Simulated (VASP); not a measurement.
# CsPbBr3 (Pm-3m) in VASP: relaxation of cell and atoms with PBEsol

Aim: the relaxation of cell and atoms of CsPbBr3 with PBEsol.

Program: VASP 6.6.1. These are calculated values, not measurements. Logs are shortened: lines on timing, memory, paths and dates and some standing lists are left out, and cuts for length are marked.

**1. The cell of the first run**

The structure is cubic, space group Pm-3m (No. 221). Conventional cell: a = 5.870 Å, b = 5.870 Å, c = 5.870 Å, α = 90.00°, β = 90.00°, γ = 90.00°. Within 5.4 Å of Cs (site symmetry m-3m) lie 12 Br at 4.15 Å and 8 Pb at 5.08 Å. Within 3.9 Å of Pb (site symmetry m-3m) lie 6 Br at 2.94 Å. Within 3.9 Å of Br (site symmetry 4/mmm) lie 2 Pb at 2.94 Å.

**2. Relaxation of cell and atoms, PBEsol**

The input, INCAR:

```
SYSTEM = CsPbBr3
PREC = Accurate
ENCUT = 600
EDIFF = 1E-6
ISMEAR = 0
SIGMA = 0.02
LREAL = .False.
LASPH = .True.
NELM = 80
ALGO = Normal
ISIF = 3
LWAVE = .False.
LCHARG = .False.
GGA = PS
IBRION = 2
NSW = 100
EDIFFG = -0.005
```

The input, KPOINTS:

```
regular mesh
0
Gamma
  6 6 6
  0 0 0
```

The input, POSCAR:

```
CsPbBr3
1.0
    5.8700000000      0.0000000000      0.0000000000
    0.0000000000      5.8700000000      0.0000000000
    0.0000000000      0.0000000000      5.8700000000
Cs Pb Br
1 1 3
Direct
    0.0000000000      0.0000000000      0.0000000000
    0.5000000000      0.5000000000      0.5000000000
    0.0000000000      0.5000000000      0.5000000000
    0.5000000000      0.0000000000      0.5000000000
    0.5000000000      0.5000000000      0.0000000000
```

Potentials or basis: VASP PAW PBE potentials, release 64 (Cs_sv, Pb_d, Br).

On the command line:

```bash
> cat potpaw_PBE.64/Cs_sv/POTCAR potpaw_PBE.64/Pb_d/POTCAR potpaw_PBE.64/Br/POTCAR > POTCAR
> mpirun -np 1 vasp_std > vasp.out
```

OUTCAR:

```text
SYSTEM = CsPbBr3
   PREC = Accurate
   ENCUT = 600
   EDIFF = 1E-6
   ISMEAR = 0
   LREAL = .False.
   LASPH = .True.
   NELM = 80
   ISIF = 3
   GGA = PS
   IBRION = 2
   NSW = 100
   EDIFFG = -0.005

 ion  position               nearest neighbor table
   1  0.000  0.000  0.000-
   2  0.500  0.500  0.500-   3 2.94   4 2.94   5 2.94   5 2.94   4 2.94   3 2.94
   3  0.000  0.500  0.500-   2 2.94   2 2.94
   4  0.500  0.000  0.500-   2 2.94   2 2.94
   5  0.500  0.500  0.000-   2 2.94   2 2.94

  LATTYP: Found a simple cubic cell.
 ALAT       =     5.8700000000

  Lattice vectors:

 A1 = (   5.8700000000,   0.0000000000,   0.0000000000)
 A2 = (   0.0000000000,   5.8700000000,   0.0000000000)
 A3 = (   0.0000000000,   0.0000000000,   5.8700000000)

Analysis of symmetry for initial positions (statically):
=====================================================================
 Subroutine PRICEL returns:
 Original cell was already a primitive cell.

 Routine SETGRP: Setting up the symmetry group for a
 simple cubic supercell.

 Subroutine GETGRP returns: Found 48 space group operations
 (whereof 48 operations were pure point group operations)
 out of a pool of 48 trial point group operations.

The static configuration has the point symmetry O_h .

Analysis of symmetry for dynamics (positions and initial velocities):
=====================================================================
 Subroutine PRICEL returns:
 Original cell was already a primitive cell.

 Routine SETGRP: Setting up the symmetry group for a
 simple cubic supercell.

 Subroutine GETGRP returns: Found 48 space group operations
 (whereof 48 operations were pure point group operations)
 out of a pool of 48 trial point group operations.

The dynamic configuration has the point symmetry O_h .

 Subroutine INISYM returns: Found 48 space group operations
 (whereof 48 operations are pure point group operations),
 and found     1 'primitive' translations

----------------------------------------------------------------------------------------

                                     Primitive cell

  volume of cell :     202.2620

  direct lattice vectors                    reciprocal lattice vectors
     5.870000000  0.000000000  0.000000000     0.170357751  0.000000000  0.000000000
     0.000000000  5.870000000  0.000000000     0.000000000  0.170357751  0.000000000
     0.000000000  0.000000000  5.870000000     0.000000000  0.000000000  0.170357751

  length of vectors
     5.870000000  5.870000000  5.870000000     0.170357751  0.170357751  0.170357751

  position of ions in fractional coordinates (direct lattice)
     0.000000000  0.000000000  0.000000000
     0.500000000  0.500000000  0.500000000
     0.000000000  0.500000000  0.500000000
     0.500000000  0.000000000  0.500000000
     0.500000000  0.500000000  0.000000000

  ion indices of the primitive-cell ions
   primitive index   ion index
                 1           1
                 2           2
                 3           3
                 4           4
                 5           5

----------------------------------------------------------------------------------------

 KPOINTS: regular mesh

Automatic generation of k-mesh.
 Grid dimensions read from file:
 generate k-points for:    6    6    6

 Generating k-lattice:

  Cartesian coordinates                     Fractional coordinates (reciprocal lattice)
[... 59 lines left out ...]
   IBRION =      2    ionic relax: 0-MD 1-quasi-New 2-CG
   NFREE  =      1    steps in history (QN), initial steepest desc. (CG)
   ISIF   =      3    stress and relaxation
   ISYM   =      2    0-nonsym 1-usesym 2-fastsym
   POTIM  = 0.5000    time-step for ionic-motion
   TEBEG  =    0.0;   TEEND  =   0.0 temperature during run
   PSTRESS=    0.0 pullay stress
   NELECT =      44.0000    total number of electrons
   NUPDOWN=      -1.0000    fix difference up-down
   EMIN   =  10.00;   EMAX   =-10.00  energy-range for DOS
   EFERMI =   0.00;   METHOD = LEGACY
   ISMEAR =     0;   SIGMA  =   0.02  broadening in eV -4-tet -1-fermi 0-gaus
   EFERMI_NEDOS =   21; number of points for ismear=-14 and -15
   IALGO  =     38    algorithm
   IMIX   =      4    mixing-type and parameters
     AMIX     =   0.40;   BMIX     =  1.00
     AMIX_MAG =   1.60;   BMIX_MAG =  1.00
  volume/ion in A,a.u.               =      40.45       272.99
  Fermi-wavevector in a.u.,A,eV,Ry     =   0.984587  1.860600 13.189657  0.969412
  Thomas-Fermi vector in A             =   2.115831
   LORBIT       =      0    0 simple, 1 ext, 2 COOP (PROOUT), +10 PAW based schemes
   GGA     = PS    functional components
   LHFCALC =     F    Hartree Fock is set to
   AEXX    =    0.0000 exact exchange contribution
   IVDW    =     0    specifies the selected vdW correction
   LEPSILON=     F    determine dielectric tensor
   LRPA    =     F    only Hartree local field effects (RPA)
 conjugate gradient relaxation of ions
 non-spin polarized calculation
 Gauss-broadening in eV      SIGMA  =   0.02
  energy-cutoff  :      600.00
  volume of cell :      202.26
 maximum number of plane-waves:      6816
 NGX is ok and might be reduce to    48
   NGX = 23   NGY = 23   NGZ = 23

--------------------------------------- Ionic step        1  -------------------------------------------

 number of electron      44.0000000 magnetization

 Free energy of the ion-electron system (eV)
  ---------------------------------------------------
  ext. energy  EPLUGINS =         0.00000000
  ---------------------------------------------------
  free energy    TOTEN  =       -16.80802590 eV

  energy without entropy =      -16.80802590  energy(sigma->0) =      -16.80802590

------------------------ aborting loop because EDIFF is reached ----------------------------------------

  FORCE on cell =-STRESS in cart. coord.  units (eV):
  Direction    XX          YY          ZZ          XY          YZ          ZX
  --------------------------------------------------------------------------------------
  -------------------------------------------------------------------------------------
  Total        0.0410217      0.0410217      0.0410217      0.0000000      0.0000000     -0.0000000
  in kB        0.3249454      0.3249454      0.3249454      0.0000000      0.0000000     -0.0000000
  external PRESSURE =       0.3249454 kB  Pullay stress =       0.0000000 kB

 VOLUME and BASIS-vectors are now :
 -----------------------------------------------------------------------------
  energy-cutoff  :      600.00
  volume of cell :      202.26
      direct lattice vectors                 reciprocal lattice vectors
     5.870000000  0.000000000  0.000000000     0.170357751  0.000000000  0.000000000
     0.000000000  5.870000000  0.000000000     0.000000000  0.170357751  0.000000000
     0.000000000  0.000000000  5.870000000     0.000000000  0.000000000  0.170357751

 POSITION                                       TOTAL-FORCE (eV/Angst)
 -----------------------------------------------------------------------------------
      0.00000      0.00000      0.00000         0.000000      0.000000      0.000000
      2.93500      2.93500      2.93500         0.000000      0.000000      0.000000
      0.00000      2.93500      2.93500         0.000000      0.000000      0.000000
      2.93500      0.00000      2.93500         0.000000      0.000000      0.000000
      2.93500      2.93500      0.00000         0.000000      0.000000      0.000000
 -----------------------------------------------------------------------------------
    total drift:                                0.000000     -0.000000     -0.000000

  FREE ENERGIE OF THE ION-ELECTRON SYSTEM (eV)
  ---------------------------------------------------
  free  energy   TOTEN  =       -16.8080258968 eV

  energy  without entropy=      -16.8080258968  energy(sigma->0) =      -16.80802590

--------------------------------------- Ionic step        2  -------------------------------------------

 number of electron      44.0000000 magnetization

 Free energy of the ion-electron system (eV)
  ---------------------------------------------------
  ext. energy  EPLUGINS =         0.00000000
  ---------------------------------------------------
  free energy    TOTEN  =       -16.80805794 eV

  energy without entropy =      -16.80805794  energy(sigma->0) =      -16.80805794

 E-fermi :   1.3054     XC(G=0):  -7.8126

 val. band max:        1.1920786554   @ k =   0.5000   0.5000   0.5000
 cond. band min:       2.6242851918   @ k =   0.5000   0.5000   0.5000
 fundamental gap:      1.4322065364
 Fermi energy:         1.3053577532

 k-point     1 :       0.0000    0.0000    0.0000
  band No.  band energies     occupation
      1     -20.2560      2.00000
      2     -15.6271      2.00000
      3     -15.6271      2.00000
      4     -15.4562      2.00000
      5     -15.4562      2.00000
      6     -15.4562      2.00000
[... 569 lines left out ...]
     25       2.6243      0.00000
     26       5.5845      0.00000

------------------------ aborting loop because EDIFF is reached ----------------------------------------

  FORCE on cell =-STRESS in cart. coord.  units (eV):
  Direction    XX          YY          ZZ          XY          YZ          ZX
  --------------------------------------------------------------------------------------
  -------------------------------------------------------------------------------------
  Total        0.0118906      0.0118906      0.0118906      0.0000000      0.0000000      0.0000000
  in kB        0.0940770      0.0940770      0.0940770      0.0000000      0.0000000      0.0000000
  external PRESSURE =       0.0940770 kB  Pullay stress =       0.0000000 kB

 VOLUME and BASIS-vectors are now :
 -----------------------------------------------------------------------------
  energy-cutoff  :      600.00
  volume of cell :      202.50
      direct lattice vectors                 reciprocal lattice vectors
     5.872323343  0.000000000 -0.000000000     0.170290350 -0.000000000  0.000000000
     0.000000000  5.872323343  0.000000000    -0.000000000  0.170290350 -0.000000000
    -0.000000000  0.000000000  5.872323343     0.000000000 -0.000000000  0.170290350

 POSITION                                       TOTAL-FORCE (eV/Angst)
 -----------------------------------------------------------------------------------
      0.00000      0.00000      0.00000         0.000000     -0.000000      0.000000
      2.93616      2.93616      2.93616        -0.000000      0.000000      0.000000
      0.00000      2.93616      2.93616         0.000000     -0.000000      0.000000
      2.93616      0.00000      2.93616         0.000000     -0.000000      0.000000
      2.93616      2.93616     -0.00000         0.000000     -0.000000      0.000000
 -----------------------------------------------------------------------------------
    total drift:                                0.000000     -0.000000     -0.000000

  FREE ENERGIE OF THE ION-ELECTRON SYSTEM (eV)
  ---------------------------------------------------
  free  energy   TOTEN  =       -16.8080579413 eV

  energy  without entropy=      -16.8080579413  energy(sigma->0) =      -16.80805794

 reached required accuracy - stopping structural energy minimisation
```

It took 2.8 min on 1 thread of Intel Xeon Platinum 8259CL at 2.50GHz (Skylake/Cascade Lake), shared host; peak memory 0.42 GiB.

Results:

```yaml
Free_energy: -16.8081 eV
Relaxed_volume: 40.50 Å³/atom
Relaxed_cell: a = 5.872 Å, b = 5.872 Å, c = 5.872 Å, α = 90.00°, β = 90.00°, γ = 90.00°
Space_group_after_relaxing_to_0.1_Å: Pm-3m (No. 221)
Energy_gained_by_relaxing: 0.0 meV/atom
Ionic_steps: 2
Pressure_after_relaxing: 0.0 GPa
Band_gap_on_the_k_mesh: 1.43 eV
```

Final structure:
```xyz
5
Lattice="5.8723 0.0000 0.0000 0.0000 5.8723 0.0000 0.0000 0.0000 5.8723" Properties=species:S:1:pos:R:3 pbc="T T T"
Cs    0.0000    0.0000    0.0000
Pb    2.9362    2.9362    2.9362
Br    0.0000    2.9362    2.9362
Br    2.9362    0.0000    2.9362
Br    2.9362    2.9362    0.0000
```

Caveat: the PAW data sets were made with another functional, which shifts forces and pressure a little; spin-orbit coupling is left out, which moves the levels of the heavy elements.
